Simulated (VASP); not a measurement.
Wanted: the native input for a VASP 6.6.1 run.

| Item | Value |
| --- | --- |
| Task | single point |
| Functional | PBE |
| Potentials or basis | VASP PAW PBE potentials, release 64 (H, Mo_sv) |
| Cutoff | 520 eV |
| k mesh | 8 × 6 × 6 |
| Occupations | gaussian, width 0.2 eV |
| Spin | no spin polarisation |
| Dipole correction | no |
| Further INCAR settings | ALGO = Normal; EDIFF = 1e-07; NBANDS = 27 |

The structure of MoH3 lies in POSCAR:

```
MoH3
1.0
    0.0002285466     -0.0004605141      2.9570164219
    4.5941899397     -0.0006292939      0.0003351435
   -2.2976388859      3.9791421174     -0.0007575466
H Mo
6 2
Direct
    0.7500628892      0.9082036553      0.6340602522
    0.7498257538      0.7259054297      0.0918120199
    0.7499516613      0.3658188545      0.2741055543
    0.2499808621      0.0918326110      0.3659207645
    0.2501462983      0.2740550870      0.9082059057
    0.2500166011      0.6341662376      0.7258797824
    0.7500654397      0.3333651357      0.6666791989
    0.2499504945      0.6666529892      0.3333365219
```

The input as run:

INCAR

```
  PREC = Accurate
  ENCUT = 520
  EDIFF = 1E-7
  ISMEAR = 0
  SIGMA = 0.2
  LREAL = F
  LASPH = T
  NELM = 100
  ALGO = Normal
  ISIF = 2
  LWAVE = F
  LCHARG = F
  GGA = PE
  NBANDS = 27
```

KPOINTS

```
regular mesh
0
Gamma
  8 6 6
```

Potentials or basis: VASP PAW PBE potentials, release 64 (H, Mo_sv).

Run with:

```bash
$ cat potpaw_PBE.64/H/POTCAR potpaw_PBE.64/Mo_sv/POTCAR > POTCAR
$ mpirun -np 1 vasp_std > vasp.out
```

It gave:

```
Pressure               : 0.2 GPa
Largest force          : 0.004 eV/Å
Band gap on the k mesh : zero (bands 17 and 18 overlap by 1.83 eV)
```

Run time: 120 s on 1 thread of AMD EPYC 9R45 96-Core Processor (Zen 5), with other jobs on the host, peak memory 0.27 GiB.
